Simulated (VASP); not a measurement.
# InSb in VASP: further runs

The runs below take InSb through single point, relaxation of the atoms, with PBE.

Program: VASP 6.6.1. These are calculated values, not measurements. Logs are shortened: lines on timing, memory, paths and dates and some standing lists are left out, and cuts for length are marked.

## Step 1: The cell of the first run

The structure is tetragonal, space group I-4m2 (No. 119). Conventional cell: a = 4.581 Å, b = 4.581 Å, c = 6.608 Å, α = 90.00°, β = 90.00°, γ = 90.00°. In (site symmetry -4m2) has 4 Sb at 2.82 Å within 3.7 Å. Within 3.7 Å of Sb (site symmetry -4m2) lie 4 In at 2.82 Å.

## Step 2: Single point, PBE (z stretched by +2 %, then relaxed in part)

File INCAR:

```
SYSTEM = InSb
ALGO = Normal ; EDIFF = 1E-6
ENCUT = 500 ; GGA = PE
GGA_COMPAT = .False. ; ISIF = 2
ISMEAR = -1 ; LASPH = .True.
LCHARG = .True. ; LELF = .True.
LREAL = .False. ; LVHAR = .True.
LWAVE = .False. ; NBANDS = 16
NELM = 120 ; PREC = Accurate
SIGMA = 0.05
```

File KPOINTS:

```
k-points
0
Gamma
  12 12 12
  0 0 0
```

File POSCAR:

```
InSb
1.0
    0.0000000000      3.2391000000      3.3038820000
    3.2391000000      0.0000000000      3.3038820000
    3.2391000000      3.2391000000      0.0000000000
In Sb
1 1
Direct
    0.0000000000      0.0000000000      0.0000000000
    0.7500000000      0.7500000000      0.7500000000
```

Potentials or basis: VASP PAW PBE potentials, release 64 (In_d, Sb).

Command:

```console
cat potpaw_PBE.64/In_d/POTCAR potpaw_PBE.64/Sb/POTCAR > POTCAR
mpirun -np 1 vasp_std > vasp.out
```

OUTCAR:

```text
SYSTEM = InSb
   EDIFF = 1E-6
   ENCUT = 500
   GGA = PE
   ISIF = 2
   ISMEAR = -1
   LASPH = .True.
   LREAL = .False.
   NELM = 120
   PREC = Accurate

 ion  position               nearest neighbor table
   1  0.000  0.000  0.000-   2 2.82   2 2.82   2 2.82   2 2.82
   2  0.750  0.750  0.750-   1 2.82   1 2.82   1 2.82   1 2.82

  LATTYP: Found a body centered tetragonal cell.
 ALAT       =     4.5807791499
 C/A-ratio  =     1.4424978336

  Lattice vectors:

 A1 = (  -3.2391000000,   0.0000000000,   3.3038820000)
 A2 = (   3.2391000000,   0.0000000000,   3.3038820000)
 A3 = (   0.0000000000,   3.2391000000,  -3.3038820000)

Analysis of symmetry for initial positions (statically):
=====================================================================
 Subroutine PRICEL returns:
 Original cell was already a primitive cell.

 Routine SETGRP: Setting up the symmetry group for a
 body centered tetragonal supercell.

 Subroutine GETGRP returns: Found  8 space group operations
 (whereof  8 operations were pure point group operations)
 out of a pool of 16 trial point group operations.

The static configuration has the point symmetry D_2d.

Analysis of symmetry for dynamics (positions and initial velocities):
=====================================================================
 Subroutine PRICEL returns:
 Original cell was already a primitive cell.

 Routine SETGRP: Setting up the symmetry group for a
 body centered tetragonal supercell.

 Subroutine GETGRP returns: Found  8 space group operations
 (whereof  8 operations were pure point group operations)
 out of a pool of 16 trial point group operations.

The dynamic configuration has the point symmetry D_2d.

 Subroutine INISYM returns: Found  8 space group operations
 (whereof  8 operations are pure point group operations),
 and found     1 'primitive' translations

----------------------------------------------------------------------------------------

                                     Primitive cell

  volume of cell :      69.3271

  direct lattice vectors                    reciprocal lattice vectors
     0.000000000  3.239100000  3.303882000    -0.154363867  0.154363867  0.151337124
     3.239100000  0.000000000  3.303882000     0.154363867 -0.154363867  0.151337124
     3.239100000  3.239100000  0.000000000     0.154363867  0.154363867 -0.151337124

  length of vectors
     4.626813707  4.626813707  4.580779150     0.265630065  0.265630065  0.265630065

  position of ions in fractional coordinates (direct lattice)
     0.000000000  0.000000000  0.000000000
     0.750000000  0.750000000  0.750000000

  ion indices of the primitive-cell ions
   primitive index   ion index
                 1           1
                 2           2

----------------------------------------------------------------------------------------

 KPOINTS: k-points

Automatic generation of k-mesh.
 Grid dimensions read from file:
 generate k-points for:   12   12   12

 Generating k-lattice:

  Cartesian coordinates                     Fractional coordinates (reciprocal lattice)
    -0.012863656  0.012863656  0.012611427     0.083333333  0.000000000  0.000000000
     0.012863656 -0.012863656  0.012611427     0.000000000  0.083333333  0.000000000
     0.012863656  0.012863656 -0.012611427     0.000000000  0.000000000  0.083333333

  Length of vectors
     0.022135839  0.022135839  0.022135839

  Shift w.r.t. Gamma in fractional coordinates (k-lattice)
     0.000000000  0.000000000  0.000000000

 Subroutine IBZKPT returns following result:
 ===========================================

 Found    163 irreducible k-points:

 Following reciprocal coordinates:
            Coordinates               Weight
  0.000000  0.000000  0.000000      1.000000
  0.083333 -0.000000  0.000000      8.000000
  0.166667 -0.000000  0.000000      8.000000
  0.250000 -0.000000  0.000000      8.000000
  0.333333 -0.000000  0.000000      8.000000
  0.416667 -0.000000  0.000000      8.000000
[... 16 lines left out ...]
  0.500000  0.166667  0.000000      8.000000
 -0.416667  0.166667  0.000000      8.000000
 [... further k-points ...]
   k-points           NKPTS =    163   k-points in BZ     NKDIM =    163   number of bands    NBANDS=     16
   number of dos      NEDOS =    301   number of ions     NIONS =      2
   total plane-waves  NPLWV =  46656
   dimension x,y,z NGX =    36 NGY =   36 NGZ =   36
   dimension x,y,z NGXF=    72 NGYF=   72 NGZF=   72
   ions per type =               1   1
   NGX,Y,Z   is equivalent  to a cutoff of  12.94, 12.94, 13.07 a.u.
   NGXF,Y,Z  is equivalent  to a cutoff of  25.87, 25.87, 26.13 a.u.
 SYSTEM =  InSb
   PREC   = accura    normal or accurate (medium, high low for compatibility)
   ISTART =      0    job   : 0-new  1-cont  2-samecut
   ICHARG =      2    charge: 1-file 2-atom 10-const
   ISPIN  =      1    spin polarized calculation?
   LNONCOLLINEAR =      F non collinear calculations
   LSORBIT =      F    spin-orbit coupling
   LASPH  =      T    aspherical Exc in radial PAW
   ENCUT  =  500.0 eV  36.75 Ry    6.06 a.u.   8.44  8.44  8.35*2*pi/ulx,y,z
   NELM   =    120;   NELMIN=  2; NELMDL= -5     # of ELM steps
   EDIFF  = 0.1E-05   stopping-criterion for ELM
   LREAL  =      F    real-space projection
   EDIFFG = 0.1E-04   stopping-criterion for IOM
   NSW    =      0    number of steps for IOM
   IBRION =     -1    ionic relax: 0-MD 1-quasi-New 2-CG
   NFREE  =      0    steps in history (QN), initial steepest desc. (CG)
   ISIF   =      2    stress and relaxation
   ISYM   =      2    0-nonsym 1-usesym 2-fastsym
   POTIM  = 0.5000    time-step for ionic-motion
   TEBEG  =    0.0;   TEEND  =   0.0 temperature during run
   PSTRESS=    0.0 pullay stress
   NELECT =      18.0000    total number of electrons
   NUPDOWN=      -1.0000    fix difference up-down
   EMIN   =  10.00;   EMAX   =-10.00  energy-range for DOS
   EFERMI =   0.00;   METHOD = LEGACY
   ISMEAR =    -1;   SIGMA  =   0.05  broadening in eV -4-tet -1-fermi 0-gaus
   EFERMI_NEDOS =   21; number of points for ismear=-14 and -15
   IALGO  =     38    algorithm
   IMIX   =      4    mixing-type and parameters
     AMIX     =   0.40;   BMIX     =  1.00
     AMIX_MAG =   1.60;   BMIX_MAG =  1.00
  volume/ion in A,a.u.               =      34.66       233.92
  Fermi-wavevector in a.u.,A,eV,Ry     =   1.044395  1.973619 14.840690  1.090760
  Thomas-Fermi vector in A             =   2.179145
   LORBIT       =      0    0 simple, 1 ext, 2 COOP (PROOUT), +10 PAW based schemes
   GGA     = PE    functional components
   LHFCALC =     F    Hartree Fock is set to
   AEXX    =    0.0000 exact exchange contribution
   IVDW    =     0    specifies the selected vdW correction
   LEPSILON=     F    determine dielectric tensor
   LRPA    =     F    only Hartree local field effects (RPA)
 non-spin polarized calculation
  energy-cutoff  :      500.00
  volume of cell :       69.33
 maximum number of plane-waves:      1796
 NGX is ok and might be reduce to    36
   NGX = 17   NGY = 17   NGZ = 17

 number of electron      17.9999996 magnetization

 Free energy of the ion-electron system (eV)
  ---------------------------------------------------
  ext. energy  EPLUGINS =         0.00000000
  ---------------------------------------------------
  free energy    TOTEN  =        -6.92793465 eV

  energy without entropy =       -6.92770376  energy(sigma->0) =       -6.92781921

 E-fermi :   5.0058     XC(G=0):  -8.6033

 val. band max:        4.9345408954   @ k =   0.0000   0.0000   0.0000
 cond. band min:       5.4018015874   @ k =   0.5000  -0.0000   0.0000
 fundamental gap:      0.4672606920
 Fermi energy:         5.0058431280

 k-point     1 :       0.0000    0.0000    0.0000
  band No.  band energies     occupation
      1      -9.6659      2.00000
      2      -9.6617      2.00000
      3      -9.6617      2.00000
      4      -9.5849      2.00000
      5      -9.5820      2.00000
      6      -5.6934      2.00000
[... 8 lines left out ...]
     15      12.9871      0.00000
     16      13.2888      0.00000

 k-point     2 :       0.0833   -0.0000    0.0000
  band No.  band energies     occupation
      1      -9.6670      2.00000
      2      -9.6622      2.00000
      3      -9.6604      2.00000
      4      -9.5850      2.00000
      5      -9.5820      2.00000
      6      -5.6317      2.00000
[... 8 lines left out ...]
     15      12.5078      0.00000
     16      12.7491      0.00000

 k-point     3 :       0.1667   -0.0000    0.0000
  band No.  band energies     occupation
      1      -9.6743      2.00000
      2      -9.6593      2.00000
      3      -9.6568      2.00000
      4      -9.5853      2.00000
      5      -9.5820      2.00000
      6      -5.4517      2.00000
[... 8 lines left out ...]
     15      12.1331      0.00000
     16      12.2888      0.00000

 k-point     4 :       0.2500   -0.0000    0.0000
  band No.  band energies     occupation
      1      -9.6852      2.00000
      2      -9.6547      2.00000
      3      -9.6521      2.00000
      4      -9.5854      2.00000
      5      -9.5817      2.00000
      6      -5.1706      2.00000
[... 8 lines left out ...]
     15      12.1620      0.00000
     16      12.2154      0.00000
[... 324 lines left out ...]
 k-point    22 :       0.4167    0.1667    0.0000
  band No.  band energies     occupation
      1      -9.7087      2.00000
      2      -9.6432      2.00000
      3      -9.6393      2.00000
      4      -9.5861      2.00000
      5      -9.5819      2.00000
      6      -4.5392      2.00000
[... 8 lines left out ...]
     15      13.3814      0.00000
     16      14.0589      0.00000

 k-point    23 :       0.5000    0.1667    0.0000
  band No.  band energies     occupation
      1      -9.7122      2.00000
      2      -9.6425      2.00000
      3      -9.6382      2.00000
      4      -9.5843      2.00000
      5      -9.5829      2.00000
      6      -4.2757      2.00000
[... 8 lines left out ...]
     15      13.7939      0.00000
     16      14.0972      0.00000

 k-point    24 :      -0.4167    0.1667    0.0000
  band No.  band energies     occupation
      1      -9.7118      2.00000
      2      -9.6428      2.00000
      3      -9.6390      2.00000
      4      -9.5846      2.00000
      5      -9.5823      2.00000
      6      -4.2282      2.00000
[... 8 lines left out ...]
     15      13.1042      0.00000
     16      13.3912      0.00000

 [... further k-points ...]

------------------------ aborting loop because EDIFF is reached ----------------------------------------

  FORCE on cell =-STRESS in cart. coord.  units (eV):
  Direction    XX          YY          ZZ          XY          YZ          ZX
  --------------------------------------------------------------------------------------
  -------------------------------------------------------------------------------------
  Total        1.0021384      1.0021384      0.7706707      0.0000000     -0.0000000      0.0000000
  in kB       23.1598141     23.1598141     17.8105026      0.0000000     -0.0000000      0.0000000
  external PRESSURE =      21.3767103 kB  Pullay stress =       0.0000000 kB

 VOLUME and BASIS-vectors are now :
 -----------------------------------------------------------------------------
  energy-cutoff  :      500.00
  volume of cell :       69.33
      direct lattice vectors                 reciprocal lattice vectors
     0.000000000  3.239100000  3.303882000    -0.154363867  0.154363867  0.151337124
     3.239100000  0.000000000  3.303882000     0.154363867 -0.154363867  0.151337124
     3.239100000  3.239100000  0.000000000     0.154363867  0.154363867 -0.151337124

 POSITION                                       TOTAL-FORCE (eV/Angst)
 -----------------------------------------------------------------------------------
      0.00000      0.00000      0.00000        -0.000000     -0.000000     -0.000000
      4.85865      4.85865      4.95582         0.000000      0.000000      0.000000
 -----------------------------------------------------------------------------------
    total drift:                               -0.000000     -0.000000      0.000000

  FREE ENERGIE OF THE ION-ELECTRON SYSTEM (eV)
  ---------------------------------------------------
  free  energy   TOTEN  =        -6.9279346522 eV

  energy  without entropy=       -6.9277037609  energy(sigma->0) =       -6.92781921
```

It took 1.8 min on 1 thread of Intel Xeon Platinum 8488C (Sapphire Rapids), shared host; peak memory 0.33 GiB.

Results:

```yaml
Free_energy: -6.9279 eV
Pressure: 2.1 GPa
Band_gap_on_the_k_mesh: zero (filled and empty bands touch)
```

Levels at points of the mesh, in eV from the Fermi level:
| k point | band 5 | band 6 | band 7 | band 8 | band 9 | band 10 | band 11 | band 12 | band 13 | band 14 |
| --- | --- | --- | --- | --- | --- | --- | --- | --- | --- | --- |
| (0.00, 0.00, 0.00) | -14.59 | -10.70 | -0.41 | -0.17 | -0.07 | -0.07 | 2.85 | 2.85 | 2.89 | 5.61 |
| (0.50, 0.00, 0.00) | -14.59 | -9.38 | -5.63 | -1.14 | -1.02 | 0.40 | 3.66 | 3.75 | 6.01 | 8.06 |
| (0.50, 0.50, 0.00) | -14.58 | -8.83 | -5.99 | -2.23 | -2.23 | 1.33 | 1.34 | 7.92 | 7.92 | 8.49 |
| (0.50, 0.00, 0.50) | -14.58 | -8.78 | -5.91 | -2.34 | -2.33 | 1.19 | 1.25 | 7.89 | 7.96 | 8.60 |

Caveat: the cell differs from its parent crystal (z stretched by +2 %, then relaxed in part); spin-orbit coupling is left out, which moves the levels of the heavy elements.

## Step 3: Relaxation of the atoms, PBE (volume scaled by 0.96)

File INCAR:

```
SYSTEM = InSb
ALGO = Normal ; EDIFF = 1E-7
EDIFFG = -0.02 ; ENCUT = 450
GGA = PE ; GGA_COMPAT = .FALSE.
IBRION = 2 ; ISIF = 2
ISMEAR = -1 ; LASPH = .TRUE.
LCHARG = .FALSE. ; LREAL = .FALSE.
LWAVE = .FALSE. ; NELM = 120
NELMIN = 4 ; NSW = 80
PREC = Accurate ; SIGMA = 0.05
```

File KPOINTS:

```
k-points
0
G
  12 12 12
  0 0 0
```

File POSCAR:

```
InSb
1.0
    0.0000000000      3.1953230120      3.1953230120
    3.1953230120      0.0000000000      3.1953230120
    3.1953230120      3.1953230120      0.0000000000
In Sb
1 1
Direct
    0.0000000000      0.0000000000      0.0000000000
    0.7500000000      0.7500000000      0.7500000000
```

Potentials or basis: VASP PAW PBE potentials, release 64 (In_d, Sb).

Command:

```console
cat potpaw_PBE.64/In_d/POTCAR potpaw_PBE.64/Sb/POTCAR > POTCAR
mpirun -np 1 vasp_std > vasp.out
```

It took 24 s on 1 thread of Intel Xeon Platinum 8488C (Sapphire Rapids), shared host; peak memory 0.21 GiB.

Results (log left out):

- Free energy: -6.8351 eV
- Pressure after relaxing: 5.4 GPa

Final structure:
```xyz
2
Lattice="0.0000 3.1953 3.1953 3.1953 0.0000 3.1953 3.1953 3.1953 0.0000" Properties=species:S:1:pos:R:3 pbc="T T T"
In    0.0000    0.0000    0.0000
Sb    4.7930    4.7930    4.7930
```

Levels at points of the mesh, in eV from the Fermi level:
```
           k point  band 6  band 7  band 8  band 9  band 10  band 11  band 12  band 13
(0.00, 0.00, 0.00)  -11.09   -0.10   -0.10   -0.10    -0.05     2.85     2.85     2.85
(0.50, 0.00, 0.00)   -9.62   -5.92   -1.17   -1.17     0.51     3.71     3.71     5.96
(0.50, 0.50, 0.00)   -8.95   -6.20   -2.51   -2.51     1.17     1.20     8.30     8.30
```

Caveat: the relaxation stopped at its first step, so nothing moved; spin-orbit coupling is left out, which moves the levels of the heavy elements.
